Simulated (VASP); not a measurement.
# Rh (P6_3/mmc) in VASP: further runs

Runs on Rh. Level: LDA. Tasks: single point.

All numbers are computed with VASP 6.6.1; they aren't measurements. Logs are shortened: lines on timing, memory, paths and dates and some standing lists are left out, and cuts for length are marked.

**1. The cell of the first run**

Symmetry: P6_3/mmc, No. 194, hexagonal system. The conventional cell has a = 2.731 Å, b = 2.731 Å, c = 4.428 Å, α = 90.00°, β = 90.00°, γ = 120.00°. Within 3.6 Å of Rh (site symmetry -6m2) lie 12 Rh at 2.72 to 2.73 Å.

**2. Single point, LDA**

File INCAR:

```
PREC = Accurate ; ENCUT = 520
EDIFF = 1E-6 ; ISMEAR = 0
SIGMA = 0.1 ; LREAL = F
LASPH = T ; NELM = 60
ALGO = Normal ; ISIF = 2
LWAVE = F ; LCHARG = F
NBANDS = 22
```

File KPOINTS:

```
regular mesh
0
Gamma
  3 3 2
```

File POSCAR:

```
Rh
1.0
    2.7309800000      0.0000000000      0.0000000000
   -1.3654900000      2.3651000000      0.0000000000
    0.0000000000      0.0000000000      4.4284900000
Rh
2
Direct
    0.6666666667      0.3333333333      0.7500000000
    0.3333333333      0.6666666667      0.2500000000
```

Potentials or basis: VASP PAW LDA potentials, release 64 (Rh_pv).

The run is started by

```sh
> cat potpaw_LDA.64/Rh_pv/POTCAR > POTCAR
> mpirun -np 1 vasp_std > vasp.out
```

OUTCAR:

```text
PREC = Accurate
   ENCUT = 520
   EDIFF = 1E-6
   ISMEAR = 0
   LREAL = F
   LASPH = T
   NELM = 60
   ISIF = 2

 ion  position               nearest neighbor table
   1  0.667  0.333  0.750-   2 2.72   2 2.72   2 2.72   2 2.72   2 2.72   2 2.72
   2  0.333  0.667  0.250-   1 2.72   1 2.72   1 2.72   1 2.72   1 2.72   1 2.72

  LATTYP: Found a hexagonal cell.
 ALAT       =     2.7309800000
 C/A-ratio  =     1.6215754052

  Lattice vectors:

 A1 = (   2.7309800000,   0.0000000000,   0.0000000000)
 A2 = (  -1.3654900000,   2.3651000000,   0.0000000000)
 A3 = (   0.0000000000,   0.0000000000,   4.4284900000)

Analysis of symmetry for initial positions (statically):
=====================================================================
 Subroutine PRICEL returns:
 Original cell was already a primitive cell.

 Routine SETGRP: Setting up the symmetry group for a
 hexagonal supercell.

 Subroutine GETGRP returns: Found 24 space group operations
 (whereof 12 operations were pure point group operations)
 out of a pool of 24 trial point group operations.

The static configuration has the point symmetry D_3d.
 The point group associated with its full space group is D_6h.

Analysis of symmetry for dynamics (positions and initial velocities):
=====================================================================
 Subroutine PRICEL returns:
 Original cell was already a primitive cell.

 Routine SETGRP: Setting up the symmetry group for a
 hexagonal supercell.

 Subroutine GETGRP returns: Found 24 space group operations
 (whereof 12 operations were pure point group operations)
 out of a pool of 24 trial point group operations.

The dynamic configuration has the point symmetry D_3d.
 The point group associated with its full space group is D_6h.

 Subroutine INISYM returns: Found 24 space group operations
 (whereof 12 operations are pure point group operations),
 and found     1 'primitive' translations

----------------------------------------------------------------------------------------

                                     Primitive cell

  volume of cell :      28.6038

  direct lattice vectors                    reciprocal lattice vectors
     2.730980000  0.000000000  0.000000000     0.366168921  0.211407551  0.000000000
    -1.365490000  2.365100000  0.000000000     0.000000000  0.422815103  0.000000000
     0.000000000  0.000000000  4.428490000     0.000000000  0.000000000  0.225810604

  length of vectors
     2.730980000  2.730981682  4.428490000     0.422815363  0.422815103  0.225810604

  position of ions in fractional coordinates (direct lattice)
     0.666666667  0.333333333  0.750000000
     0.333333333  0.666666667  0.250000000

  ion indices of the primitive-cell ions
   primitive index   ion index
                 1           1
                 2           2

----------------------------------------------------------------------------------------

 KPOINTS: regular mesh

Automatic generation of k-mesh.
 Grid dimensions read from file:
 generate k-points for:    3    3    2

 Generating k-lattice:

  Cartesian coordinates                     Fractional coordinates (reciprocal lattice)
     0.122056307  0.070469184  0.000000000     0.333333333 -0.000000000  0.000000000
     0.000000000  0.140938368  0.000000000     0.000000000  0.333333333  0.000000000
     0.000000000  0.000000000  0.112905302     0.000000000  0.000000000  0.500000000

  Length of vectors
     0.140938454  0.140938368  0.112905302

  Shift w.r.t. Gamma in fractional coordinates (k-lattice)
     0.000000000  0.000000000  0.000000000

 Subroutine IBZKPT returns following result:
 ===========================================

 Found      6 irreducible k-points:

 Following reciprocal coordinates:
            Coordinates               Weight
  0.000000  0.000000  0.000000      1.000000
  0.333333 -0.000000  0.000000      6.000000
  0.333333  0.333333  0.000000      2.000000
  0.000000  0.000000  0.500000      1.000000
  0.333333 -0.000000  0.500000      6.000000
  0.333333  0.333333  0.500000      2.000000
   k-points           NKPTS =      6   k-points in BZ     NKDIM =      6   number of bands    NBANDS=     22
   number of dos      NEDOS =    301   number of ions     NIONS =      2
   total plane-waves  NPLWV =  14400
   dimension x,y,z NGX =    20 NGY =   20 NGZ =   36
   dimension x,y,z NGXF=    40 NGYF=   40 NGZF=   72
   ions per type =               2
   NGX,Y,Z   is equivalent  to a cutoff of  12.17, 12.17, 13.51 a.u.
   NGXF,Y,Z  is equivalent  to a cutoff of  24.35, 24.35, 27.03 a.u.
 SYSTEM =  unknown system
   PREC   = accura    normal or accurate (medium, high low for compatibility)
   ISTART =      0    job   : 0-new  1-cont  2-samecut
   ICHARG =      2    charge: 1-file 2-atom 10-const
   ISPIN  =      1    spin polarized calculation?
   LNONCOLLINEAR =      F non collinear calculations
   LSORBIT =      F    spin-orbit coupling
   LASPH  =      T    aspherical Exc in radial PAW
   ENCUT  =  520.0 eV  38.22 Ry    6.18 a.u.   5.08  5.08  8.23*2*pi/ulx,y,z
   NELM   =     60;   NELMIN=  2; NELMDL= -5     # of ELM steps
   EDIFF  = 0.1E-05   stopping-criterion for ELM
   LREAL  =      F    real-space projection
   EDIFFG = 0.1E-04   stopping-criterion for IOM
   NSW    =      0    number of steps for IOM
   IBRION =     -1    ionic relax: 0-MD 1-quasi-New 2-CG
   NFREE  =      0    steps in history (QN), initial steepest desc. (CG)
   ISIF   =      2    stress and relaxation
   ISYM   =      2    0-nonsym 1-usesym 2-fastsym
   POTIM  = 0.5000    time-step for ionic-motion
   TEBEG  =    0.0;   TEEND  =   0.0 temperature during run
   PSTRESS=    0.0 pullay stress
   NELECT =      30.0000    total number of electrons
   NUPDOWN=      -1.0000    fix difference up-down
   EMIN   =  10.00;   EMAX   =-10.00  energy-range for DOS
   EFERMI =   0.00;   METHOD = LEGACY
   ISMEAR =     0;   SIGMA  =   0.10  broadening in eV -4-tet -1-fermi 0-gaus
   EFERMI_NEDOS =   21; number of points for ismear=-14 and -15
   IALGO  =     38    algorithm
   IMIX   =      4    mixing-type and parameters
     AMIX     =   0.40;   BMIX     =  1.00
     AMIX_MAG =   1.60;   BMIX_MAG =  1.00
  volume/ion in A,a.u.               =      14.30        96.51
  Fermi-wavevector in a.u.,A,eV,Ry     =   1.663313  3.143206 37.642022  2.766611
  Thomas-Fermi vector in A             =   2.750052
   LORBIT       =      0    0 simple, 1 ext, 2 COOP (PROOUT), +10 PAW based schemes
   GGA     = CA    functional components
   LHFCALC =     F    Hartree Fock is set to
   AEXX    =    0.0000 exact exchange contribution
   IVDW    =     0    specifies the selected vdW correction
   LEPSILON=     F    determine dielectric tensor
   LRPA    =     F    only Hartree local field effects (RPA)
 non-spin polarized calculation
 Gauss-broadening in eV      SIGMA  =   0.10
  energy-cutoff  :      520.00
  volume of cell :       28.60
 maximum number of plane-waves:       785
   NGX = 11   NGY = 11   NGZ = 17

 number of electron      30.0000009 magnetization

 Free energy of the ion-electron system (eV)
  ---------------------------------------------------
  ext. energy  EPLUGINS =         0.00000000
  ---------------------------------------------------
  free energy    TOTEN  =       -16.07876532 eV

  energy without entropy =      -16.02965582  energy(sigma->0) =      -16.05421057

 E-fermi :  11.0000     XC(G=0): -14.1037

 val. band max:       10.9945222887   @ k =   0.3333   0.3333   0.0000
 cond. band min:      11.0749776623   @ k =   0.3333  -0.0000   0.5000
 fundamental gap:      0.0804553736
 Fermi energy:        10.9999758164

 k-point     1 :       0.0000    0.0000    0.0000
  band No.  band energies     occupation
      1     -35.9121      2.00000
      2     -35.2508      2.00000
      3     -35.1014      2.00000
      4     -35.1014      2.00000
      5     -35.0059      2.00000
      6     -35.0059      2.00000
[... 14 lines left out ...]
     21      29.0544      0.00000
     22      29.7803      0.00000

 k-point     2 :       0.3333   -0.0000    0.0000
  band No.  band energies     occupation
      1     -35.7245      2.00000
      2     -35.4659      2.00000
      3     -35.3690      2.00000
      4     -35.3451      2.00000
      5     -35.2132      2.00000
      6     -35.0697      2.00000
[... 14 lines left out ...]
     21      25.7367      0.00000
     22      26.8053      0.00000

 k-point     3 :       0.3333    0.3333    0.0000
  band No.  band energies     occupation
      1     -35.5113      2.00000
      2     -35.5113      2.00000
      3     -35.4902      2.00000
      4     -35.3938      2.00000
      5     -35.3938      2.00000
      6     -35.2906      2.00000
[... 14 lines left out ...]
     21      25.0155      0.00000
     22      25.0155      0.00000

 k-point     4 :       0.0000    0.0000    0.5000
  band No.  band energies     occupation
      1     -35.5871      2.00000
      2     -35.5871      2.00000
      3     -35.0538      2.00000
      4     -35.0538      2.00000
      5     -35.0538      2.00000
      6     -35.0538      2.00000
[... 14 lines left out ...]
     21      27.9952      0.00000
     22      27.9952      0.00000

 k-point     5 :       0.3333   -0.0000    0.5000
  band No.  band energies     occupation
      1     -35.6455      2.00000
      2     -35.6455      2.00000
      3     -35.3061      2.00000
      4     -35.3061      2.00000
      5     -35.1418      2.00000
      6     -35.1418      2.00000
[... 14 lines left out ...]
     21      27.1309      0.00000
     22      27.1309      0.00000

 k-point     6 :       0.3333    0.3333    0.5000
  band No.  band energies     occupation
      1     -35.6504      2.00000
      2     -35.6504      2.00000
      3     -35.3911      2.00000
      4     -35.3911      2.00000
      5     -35.2509      2.00000
      6     -35.2509      2.00000
[... 14 lines left out ...]
     21      20.9749      0.00000
     22      20.9749      0.00000

------------------------ aborting loop because EDIFF is reached ----------------------------------------

  FORCE on cell =-STRESS in cart. coord.  units (eV):
  Direction    XX          YY          ZZ          XY          YZ          ZX
  --------------------------------------------------------------------------------------
  -------------------------------------------------------------------------------------
  Total        1.1133284      1.1133302     -7.2157168      0.0000000      0.0000000     -0.0000000
  in kB       62.3605840     62.3606865   -404.1721331      0.0000000      0.0000000     -0.0000000
  external PRESSURE =     -93.1502875 kB  Pullay stress =       0.0000000 kB

 VOLUME and BASIS-vectors are now :
 -----------------------------------------------------------------------------
  energy-cutoff  :      520.00
  volume of cell :       28.60
      direct lattice vectors                 reciprocal lattice vectors
     2.730980000  0.000000000  0.000000000     0.366168921  0.211407551  0.000000000
    -1.365490000  2.365100000  0.000000000     0.000000000  0.422815103  0.000000000
     0.000000000  0.000000000  4.428490000     0.000000000  0.000000000  0.225810604

 POSITION                                       TOTAL-FORCE (eV/Angst)
 -----------------------------------------------------------------------------------
      1.36549      0.78837      3.32137        -0.000000      0.000000      0.000000
     -0.00000      1.57673      1.10712         0.000000     -0.000000      0.000000
 -----------------------------------------------------------------------------------
    total drift:                               -0.000000      0.000000     -0.000000

  FREE ENERGIE OF THE ION-ELECTRON SYSTEM (eV)
  ---------------------------------------------------
  free  energy   TOTEN  =       -16.0787653199 eV

  energy  without entropy=      -16.0296558153  energy(sigma->0) =      -16.05421057
```

It took 2.1 s on 1 thread of Intel Xeon 6975P-C (Granite Rapids), shared host; peak memory 0.12 GiB.

What came out:

```
Free energy            : -16.0788 eV
Pressure               : -9.3 GPa
Band gap on the k mesh : zero (band 15 reaches 11.21 eV, above the bottom of band 16 at 10.62 eV)
```

Caveat: the k points lie up to 0.89 Å⁻¹ apart.

**3. Single point, LDA**

File INCAR:

```
SYSTEM = Rh
PREC = Accurate ; ENCUT = 520
EDIFF = 1E-6 ; ISMEAR = 0
SIGMA = 0.1 ; LREAL = .False.
LASPH = .True. ; NELM = 80
ALGO = Normal ; ISIF = 2
LWAVE = .False. ; LCHARG = .True.
GGA = CA ; LELF = .True.
LVHAR = .True. ; NBANDS = 22
```

File KPOINTS:

```
regular mesh
0
Gamma
  4 4 3
  0 0 0
```

POSCAR is that of step 2.

Potentials or basis: VASP PAW LDA potentials, release 64 (Rh_pv).

The run is started by

```sh
> cat potpaw_LDA.64/Rh_pv/POTCAR > POTCAR
> mpirun -np 1 vasp_std > vasp.out
```

Wall time 2.7 s (1 thread of Intel Xeon 6975P-C (Granite Rapids), shared host); peak memory 0.12 GiB.

The run converged. Its results:

```
Free energy            : -17.5552 eV
Pressure               : -21.6 GPa
Band gap on the k mesh : zero (band 15 reaches 11.70 eV, above the bottom of band 16 at 9.98 eV)
```

Stress tensor (GPa, compression positive):
```
-24.98   0.00   0.00
  0.00 -24.98   0.00
  0.00   0.00 -14.98
```

Levels at points of the mesh, in eV from the Fermi level:
```
           k point  band 13  band 14  band 15  band 16  band 17  band 18
(0.00, 0.00, 0.00)    -2.41    -1.75    -1.75     0.17     0.17     0.74
(0.50, 0.00, 0.00)    -2.02     0.39     0.63     0.67     2.93     4.92
```

Caveat: the k points lie up to 0.66 Å⁻¹ apart.

[end of part 1 of 2]
